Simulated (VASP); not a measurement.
The system is WC (rocksalt type).

```
W C
1.0
     0.00000    2.15443    2.15443
     2.15443    0.00000    2.15443
     2.15443    2.15443    0.00000
W C
1 1
Direct
  0.00000 0.00000 0.00000
  0.50000 0.50000 0.50000
```

* Program: VASP 6.6.1
* Task: relaxation of cell and atoms
* Functional: LDA
* Potentials or basis: VASP PAW LDA potentials, release 64 (W_sv, C)
* Cutoff: 600 eV
* k mesh: 17 × 17 × 17
* Occupations: fermi-dirac, width 0.1 eV
* Spin: no spin polarisation

At the start: pressure 6.5 GPa; volume 10.00 Å³/atom.

Question: How do energy, volume and symmetry change on relaxing?

Answer: Over 4 steps the energy falls by 3.2 meV/atom and the volume is 10.16 Å³/atom (+1.6 %); space group Fm-3m (No. 225, to 0.05 Å).

Step by step:
| step | energy change (eV) | largest force (eV/Å) | pressure (GPa) | volume (Å³) |
| --- | --- | --- | --- | --- |
| 1 | 0.0000 | 0.0000 | 6.53 | 20.00 |
| 2 | 0.0387 | 0.0000 | -15.65 | 21.20 |
| 3 | -0.0064 | 0.0000 | -0.09 | 20.32 |
| 4 | -0.0064 | 0.0000 | 0.01 | 20.32 |

Final structure:
```
W C
1.0
     0.00000    2.16570    2.16570
     2.16570    0.00000    2.16570
     2.16570    2.16570    0.00000
W C
1 1
Direct
  0.00000 0.00000 0.00000
  0.50000 0.50000 0.50000
```
